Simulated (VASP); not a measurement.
# NaF (Fm-3m) in VASP: notebook

NaF is run at these levels: PBE; tasks: single point.

All numbers are computed with VASP 6.6.1; they aren't measurements. Logs are shortened: lines on timing, memory, paths and dates and some standing lists are left out, and cuts for length are marked.

**1. The cell of the first run**

The structure is cubic, space group Fm-3m (No. 225). The conventional cell has a = 4.638 Å, b = 4.638 Å, c = 4.638 Å, α = 90.00°, β = 90.00°, γ = 90.00°. Within 3.1 Å of Na (site symmetry m-3m) lie 6 F at 2.32 Å. Within 3.1 Å of F (site symmetry m-3m) lie 6 Na at 2.32 Å.

**2. Single point, PBE (volume scaled by 0.960)**

INCAR reads:

```
PREC = Accurate ; ENCUT = 520
EDIFF = 1E-6 ; ISMEAR = 0
SIGMA = 0.05 ; LREAL = F
LASPH = T ; NELM = 80
ALGO = Normal ; ISIF = 2
LWAVE = F ; LCHARG = F
GGA = PE ; NBANDS = 14
```

KPOINTS reads:

```
regular mesh
0
Gamma
  12 12 12
```

POSCAR reads:

```
NaF
1.0
    0.0000000000      2.3189093115      2.3189093115
    2.3189093115      0.0000000000      2.3189093115
    2.3189093115      2.3189093115      0.0000000000
Na F
1 1
Direct
    0.0000000000      0.0000000000      0.0000000000
    0.5000000000      0.5000000000      0.5000000000
```

Potentials or basis: VASP PAW PBE potentials, release 64 (Na_pv, F).

Started as:

```console
cat potpaw_PBE.64/Na_pv/POTCAR potpaw_PBE.64/F/POTCAR > POTCAR
mpirun -np 1 vasp_std > vasp.out
```

OUTCAR:

```text
PREC = Accurate
   ENCUT = 520
   EDIFF = 1E-6
   ISMEAR = 0
   LREAL = F
   LASPH = T
   NELM = 80
   ISIF = 2
   GGA = PE

 ion  position               nearest neighbor table
   1  0.000  0.000  0.000-   2 2.32   2 2.32   2 2.32   2 2.32   2 2.32   2 2.32
   2  0.500  0.500  0.500-   1 2.32   1 2.32   1 2.32   1 2.32   1 2.32   1 2.32

  LATTYP: Found a face centered cubic cell.
 ALAT       =     4.6378186230

  Lattice vectors:

 A1 = (   0.0000000000,   2.3189093115,   2.3189093115)
 A2 = (   2.3189093115,   0.0000000000,   2.3189093115)
 A3 = (   2.3189093115,   2.3189093115,   0.0000000000)

Analysis of symmetry for initial positions (statically):
=====================================================================
 Subroutine PRICEL returns:
 Original cell was already a primitive cell.

 Routine SETGRP: Setting up the symmetry group for a
 face centered cubic supercell.

 Subroutine GETGRP returns: Found 48 space group operations
 (whereof 48 operations were pure point group operations)
 out of a pool of 48 trial point group operations.

The static configuration has the point symmetry O_h .

Analysis of symmetry for dynamics (positions and initial velocities):
=====================================================================
 Subroutine PRICEL returns:
 Original cell was already a primitive cell.

 Routine SETGRP: Setting up the symmetry group for a
 face centered cubic supercell.

 Subroutine GETGRP returns: Found 48 space group operations
 (whereof 48 operations were pure point group operations)
 out of a pool of 48 trial point group operations.

The dynamic configuration has the point symmetry O_h .

 Subroutine INISYM returns: Found 48 space group operations
 (whereof 48 operations are pure point group operations),
 and found     1 'primitive' translations

----------------------------------------------------------------------------------------

                                     Primitive cell

  volume of cell :      24.9391

  direct lattice vectors                    reciprocal lattice vectors
     0.000000000  2.318909312  2.318909312    -0.215618609  0.215618609  0.215618609
     2.318909312  0.000000000  2.318909312     0.215618609 -0.215618609  0.215618609
     2.318909312  2.318909312  0.000000000     0.215618609  0.215618609 -0.215618609

  length of vectors
     3.279432998  3.279432998  3.279432998     0.373462386  0.373462386  0.373462386

  position of ions in fractional coordinates (direct lattice)
     0.000000000  0.000000000  0.000000000
     0.500000000  0.500000000  0.500000000

  ion indices of the primitive-cell ions
   primitive index   ion index
                 1           1
                 2           2

----------------------------------------------------------------------------------------

 KPOINTS: regular mesh

Automatic generation of k-mesh.
 Grid dimensions read from file:
 generate k-points for:   12   12   12

 Generating k-lattice:

  Cartesian coordinates                     Fractional coordinates (reciprocal lattice)
    -0.017968217  0.017968217  0.017968217     0.083333333  0.000000000  0.000000000
     0.017968217 -0.017968217  0.017968217     0.000000000  0.083333333  0.000000000
     0.017968217  0.017968217 -0.017968217     0.000000000  0.000000000  0.083333333

  Length of vectors
     0.031121865  0.031121865  0.031121865

  Shift w.r.t. Gamma in fractional coordinates (k-lattice)
     0.000000000  0.000000000  0.000000000

 Subroutine IBZKPT returns following result:
 ===========================================

 Found     72 irreducible k-points:

 Following reciprocal coordinates:
            Coordinates               Weight
  0.000000  0.000000  0.000000      1.000000
  0.083333  0.000000  0.000000      8.000000
  0.166667  0.000000  0.000000      8.000000
  0.250000  0.000000  0.000000      8.000000
  0.333333  0.000000  0.000000      8.000000
  0.416667  0.000000  0.000000      8.000000
[... 16 lines left out ...]
  0.500000  0.166667  0.000000     24.000000
 -0.416667  0.166667  0.000000     24.000000
 [... further k-points ...]
   k-points           NKPTS =     72   k-points in BZ     NKDIM =     72   number of bands    NBANDS=     14
   number of dos      NEDOS =    301   number of ions     NIONS =      2
   total plane-waves  NPLWV =  13824
   dimension x,y,z NGX =    24 NGY =   24 NGZ =   24
   dimension x,y,z NGXF=    48 NGYF=   48 NGZF=   48
   ions per type =               1   1
   NGX,Y,Z   is equivalent  to a cutoff of  12.17, 12.17, 12.17 a.u.
   NGXF,Y,Z  is equivalent  to a cutoff of  24.33, 24.33, 24.33 a.u.
 SYSTEM =  unknown system
   PREC   = accura    normal or accurate (medium, high low for compatibility)
   ISTART =      0    job   : 0-new  1-cont  2-samecut
   ICHARG =      2    charge: 1-file 2-atom 10-const
   ISPIN  =      1    spin polarized calculation?
   LNONCOLLINEAR =      F non collinear calculations
   LSORBIT =      F    spin-orbit coupling
   LASPH  =      T    aspherical Exc in radial PAW
   ENCUT  =  520.0 eV  38.22 Ry    6.18 a.u.   6.10  6.10  6.10*2*pi/ulx,y,z
   NELM   =     80;   NELMIN=  2; NELMDL= -5     # of ELM steps
   EDIFF  = 0.1E-05   stopping-criterion for ELM
   LREAL  =      F    real-space projection
   EDIFFG = 0.1E-04   stopping-criterion for IOM
   NSW    =      0    number of steps for IOM
   IBRION =     -1    ionic relax: 0-MD 1-quasi-New 2-CG
   NFREE  =      0    steps in history (QN), initial steepest desc. (CG)
   ISIF   =      2    stress and relaxation
   ISYM   =      2    0-nonsym 1-usesym 2-fastsym
   POTIM  = 0.5000    time-step for ionic-motion
   TEBEG  =    0.0;   TEEND  =   0.0 temperature during run
   PSTRESS=    0.0 pullay stress
   NELECT =      14.0000    total number of electrons
   NUPDOWN=      -1.0000    fix difference up-down
   EMIN   =  10.00;   EMAX   =-10.00  energy-range for DOS
   EFERMI =   0.00;   METHOD = LEGACY
   ISMEAR =     0;   SIGMA  =   0.05  broadening in eV -4-tet -1-fermi 0-gaus
   EFERMI_NEDOS =   21; number of points for ismear=-14 and -15
   IALGO  =     38    algorithm
   IMIX   =      4    mixing-type and parameters
     AMIX     =   0.40;   BMIX     =  1.00
     AMIX_MAG =   1.60;   BMIX_MAG =  1.00
  volume/ion in A,a.u.               =      12.47        84.15
  Fermi-wavevector in a.u.,A,eV,Ry     =   1.350487  2.552050 24.814512  1.823815
  Thomas-Fermi vector in A             =   2.477987
   LORBIT       =      0    0 simple, 1 ext, 2 COOP (PROOUT), +10 PAW based schemes
   GGA     = PE    functional components
   LHFCALC =     F    Hartree Fock is set to
   AEXX    =    0.0000 exact exchange contribution
   IVDW    =     0    specifies the selected vdW correction
   LEPSILON=     F    determine dielectric tensor
   LRPA    =     F    only Hartree local field effects (RPA)
 non-spin polarized calculation
 Gauss-broadening in eV      SIGMA  =   0.05
  energy-cutoff  :      520.00
  volume of cell :       24.94
 maximum number of plane-waves:       692
   NGX = 13   NGY = 13   NGZ = 13

 number of electron      13.9999982 magnetization

 Free energy of the ion-electron system (eV)
  ---------------------------------------------------
  ext. energy  EPLUGINS =         0.00000000
  ---------------------------------------------------
  free energy    TOTEN  =        -8.56235464 eV

  energy without entropy =       -8.56235464  energy(sigma->0) =       -8.56235464

 E-fermi :  -1.8909     XC(G=0):  -9.1436

 val. band max:       -2.0950799751   @ k =   0.0000   0.0000   0.0000
 cond. band min:       4.1906638383   @ k =   0.0000   0.0000   0.0000
 fundamental gap:      6.2857438133
 Fermi energy:        -1.8908630509

 k-point     1 :       0.0000    0.0000    0.0000
  band No.  band energies     occupation
      1     -21.2637      2.00000
      2     -21.0491      2.00000
      3     -21.0491      2.00000
      4     -21.0491      2.00000
      5      -2.0951      2.00000
      6      -2.0951      2.00000
      7      -2.0951      2.00000
      8       4.1907      0.00000
      9      16.8634      0.00000
     10      16.8634      0.00000
     11      16.8635      0.00000
     12      19.7200      0.00000
     13      21.8949      0.00000
     14      21.8949      0.00000

 k-point     2 :       0.0833    0.0000    0.0000
  band No.  band energies     occupation
      1     -21.3845      2.00000
      2     -21.0500      2.00000
      3     -21.0500      2.00000
      4     -20.9199      2.00000
      5      -2.2342      2.00000
      6      -2.1124      2.00000
      7      -2.1124      2.00000
      8       4.4419      0.00000
      9      15.8839      0.00000
     10      16.9725      0.00000
     11      16.9726      0.00000
     12      20.8225      0.00000
     13      21.5896      0.00000
     14      21.5896      0.00000

 k-point     3 :       0.1667    0.0000    0.0000
  band No.  band energies     occupation
      1     -21.5523      2.00000
      2     -21.0522      2.00000
      3     -21.0522      2.00000
      4     -20.7268      2.00000
      5      -2.5786      2.00000
      6      -2.1596      2.00000
      7      -2.1595      2.00000
      8       5.1165      0.00000
      9      14.3921      0.00000
     10      17.2637      0.00000
     11      17.2637      0.00000
     12      21.0451      0.00000
     13      21.0451      0.00000
     14      22.1204      0.00000
[... 324 lines left out ...]
 k-point    23 :       0.5000    0.1667    0.0000
  band No.  band energies     occupation
      1     -21.7852      2.00000
      2     -21.0858      2.00000
      3     -21.0714      2.00000
      4     -20.3822      2.00000
      5      -3.4819      2.00000
      6      -2.5380      2.00000
      7      -2.3865      2.00000
      8       8.9902      0.00000
      9      10.7523      0.00000
     10      15.8309      0.00000
     11      17.7805      0.00000
     12      18.7862      0.00000
     13      22.0655      0.00000
     14      24.4874      0.00000

 k-point    24 :      -0.4167    0.1667    0.0000
  band No.  band energies     occupation
      1     -21.7994      2.00000
      2     -21.0921      2.00000
      3     -21.0671      2.00000
      4     -20.3615      2.00000
      5      -3.4968      2.00000
      6      -2.5731      2.00000
      7      -2.3794      2.00000
      8       9.1902      0.00000
      9      10.6027      0.00000
     10      15.6352      0.00000
     11      17.9889      0.00000
     12      19.2373      0.00000
     13      21.4131      0.00000
     14      24.2699      0.00000

 [... further k-points ...]
[... 5 lines left out ...]
  --------------------------------------------------------------------------------------
  -------------------------------------------------------------------------------------
  Total        0.2908957      0.2908957      0.2908957      0.0000000     -0.0000000      0.0000000
  in kB       18.6881609     18.6881609     18.6881609      0.0000000     -0.0000000      0.0000000
  external PRESSURE =      18.6881609 kB  Pullay stress =       0.0000000 kB

 VOLUME and BASIS-vectors are now :
 -----------------------------------------------------------------------------
  energy-cutoff  :      520.00
  volume of cell :       24.94
      direct lattice vectors                 reciprocal lattice vectors
     0.000000000  2.318909312  2.318909312    -0.215618609  0.215618609  0.215618609
     2.318909312  0.000000000  2.318909312     0.215618609 -0.215618609  0.215618609
     2.318909312  2.318909312  0.000000000     0.215618609  0.215618609 -0.215618609

 POSITION                                       TOTAL-FORCE (eV/Angst)
 -----------------------------------------------------------------------------------
      0.00000      0.00000      0.00000        -0.000000      0.000000      0.000000
      2.31891      2.31891      2.31891         0.000000      0.000000     -0.000000
 -----------------------------------------------------------------------------------
    total drift:                                0.000000     -0.000000      0.000000

  FREE ENERGIE OF THE ION-ELECTRON SYSTEM (eV)
  ---------------------------------------------------
  free  energy   TOTEN  =        -8.5623546419 eV

  energy  without entropy=       -8.5623546419  energy(sigma->0) =       -8.56235464
```

Wall time 11 s (1 thread of Intel Xeon Platinum 8259CL at 2.50GHz (Skylake/Cascade Lake), shared host); peak memory 0.14 GiB.

Results:

- Free energy: -8.5624 eV
- Pressure: 1.9 GPa
- Band gap on the k mesh: 6.29 eV, direct

Caveat: the cell differs from its parent crystal (volume scaled by 0.960). A k mesh can miss the band edges.

**3. Single point, PBE**

This run uses another cell than the first one, of 12.77 Å³/atom, 1.024 times its volume.

INCAR reads:

```
SYSTEM = NaF
ALGO     = Normal         ! electronic algorithm
EDIFF    = 1E-6           ! SCF threshold, eV
ENCUT    = 520            ! plane-wave cutoff, eV
GGA      = PE             ! functional
ISIF     = 2              ! what is computed and relaxed
ISMEAR   = 0              ! smearing method
LASPH    = .True.         ! aspherical terms in the spheres
LCHARG   = .True.         ! write CHGCAR
LELF     = .True.         ! ELF
LREAL    = .False.        ! projectors in reciprocal space
LVHAR    = .True.       
LWAVE    = .False.        ! write WAVECAR
NBANDS   = 14             ! bands
NELM     = 80             ! most SCF steps
PREC     = Accurate       ! precision mode
SIGMA    = 0.05           ! smearing width, eV
```

KPOINTS reads:

```
k-points
0
Gamma
  12 12 12
  0 0 0
```

POSCAR reads:

```
NaF
1.0
    0.0000000000      2.3371568046      2.3371568046
    2.3371568046      0.0000000000      2.3371568046
    2.3371568046      2.3371568046      0.0000000000
Na F
1 1
Direct
    0.0000000000      0.0000000000      0.0000000000
    0.5000000000      0.5000000000      0.5000000000
```

Potentials or basis: VASP PAW PBE potentials, release 64 (Na_pv, F).

Started as:

```console
cat potpaw_PBE.64/Na_pv/POTCAR potpaw_PBE.64/F/POTCAR > POTCAR
mpirun -np 1 vasp_std > vasp.out
```

Wall time 22 s (1 thread of Intel Xeon Platinum 8259CL at 2.50GHz (Skylake/Cascade Lake), shared host); peak memory 0.16 GiB.

It converged, with:

```yaml
Free_energy: -8.5680 eV
Pressure: 0.7 GPa
Band_gap_on_the_k_mesh: 6.16 eV, direct
```

Levels at points of the mesh, in eV from the valence-band top:
```
           k point  band 5  band 6  band 7  band 8  band 9  band 10
(0.00, 0.00, 0.00)    0.00    0.00    0.00    6.16   18.79    18.79
(0.50, 0.00, 0.00)   -1.53   -0.24   -0.24   10.62   12.25    19.83
(0.50, 0.50, 0.00)   -1.23   -0.39   -0.39   12.94   13.21    13.35
```

A k mesh can miss the band edges.
